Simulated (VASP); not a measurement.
The system is BP.

```
P B
1.0
     0.00000    2.26900    2.26900
     2.26900    0.00000    2.26900
     2.26900    2.26900    0.00000
P B
1 1
Direct
  0.75000 0.75000 0.75000
  0.00000 0.00000 0.00000
```

| Property | Result |
| --- | --- |
| Program | VASP 6.6.1 |
| Task | relaxation of cell and atoms |
| Functional | PBEsol |
| Dispersion | D3(BJ) |
| Potentials or basis | VASP PAW PBE potentials, release 64 (P, B) |
| Cutoff | 600 eV |
| k mesh | 10 × 10 × 10 |
| Occupations | fermi-dirac, width 0.05 eV |
| Spin | no spin polarisation |

At the start: pressure -5.3 GPa; volume 11.68 Å³/atom.

**Question.** How do energy, volume and symmetry change on relaxing?

**Answer.** Over 3 steps the energy falls by 6.3 meV/atom and the volume is 11.31 Å³/atom (-3.2 %); space group F-43m (No. 216, to 0.05 Å).

The path:
```csv
step,energy change (eV),largest force (eV/Å),pressure (GPa),volume (Å³)
1,0.0000,0.0000,-5.32,23.36
2,-0.0052,0.0000,4.48,22.08
3,-0.0126,0.0000,-0.01,22.62
```

Final structure:
```yaml
crystal:
  lattice:
    - [0.00000, 2.24478, 2.24478]
    - [2.24478, 0.00000, 2.24478]
    - [2.24478, 2.24478, 0.00000]
  atoms:
    - { symbol: P, position: [0.75000, 0.75000, 0.75000] }
    - { symbol: B, position: [0.00000, 0.00000, 0.00000] }
```

Caveat: the PAW data sets were made with another functional, which shifts forces and pressure a little.
